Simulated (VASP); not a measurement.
Here is a VASP 6.6.1 calculation.

The input INCAR:

```
ALGO     = Normal         # electronic algorithm
EDIFF    = 1E-6           # SCF threshold, eV
EDIFFG   = -0.04          # ionic threshold
ENCUT    = 600            # plane-wave cutoff, eV
GGA      = PE             # functional
IBRION   = 2              # ionic algorithm
ISIF     = 3              # what is computed and relaxed
ISMEAR   = 0              # smearing method
LASPH    = True           # aspherical terms in the spheres
LCHARG   = False          # write CHGCAR
LREAL    = False          # projectors in reciprocal space
LWAVE    = False          # write WAVECAR
NELM     = 80             # most SCF steps
NSW      = 90             # ionic steps
PREC     = Accurate       # precision mode
SIGMA    = 0.1            # smearing width, eV
```

KPOINTS

```
k-points
0
Gamma
  6 6 4
```

The input POSCAR:

```
Zn2GeN
1.0
    3.8930753500      0.0000000000      0.0000000000
   -1.9465376700      3.3715021500      0.0000000000
    0.0000000000      0.0000000000      4.3932189300
Zn Ge N
2 1 1
Direct
    0.6666666700      0.3333333300      0.5000000000
    0.3333333300      0.6666666700      0.5000000000
    0.3333333300      0.6666666700      0.0000000000
    0.0000000000      0.0000000000      0.5000000000
```

Potentials or basis: VASP PAW PBE potentials, release 64 (Zn, Ge_d, N).

The run is started by

```bash
$ cat potpaw_PBE.64/Zn/POTCAR potpaw_PBE.64/Ge_d/POTCAR potpaw_PBE.64/N/POTCAR > POTCAR
$ mpirun -np 1 vasp_std > vasp.out
```

(1) What does it give for the relaxed cell?

(2) Predict the space group after relaxing (to 0.05 Å).

(3) Estimate the relaxed volume.

## Answers

(1) a = 4.045 Å, b = 4.045 Å, c = 5.030 Å, α = 90.00°, β = 90.00°, γ = 120.00°.

(2) P-6m2 (No. 187).

(3) 17.82 Å³/atom.

Caveat: the volume moved by over 15 % at a fixed basis, so the end points are rough.
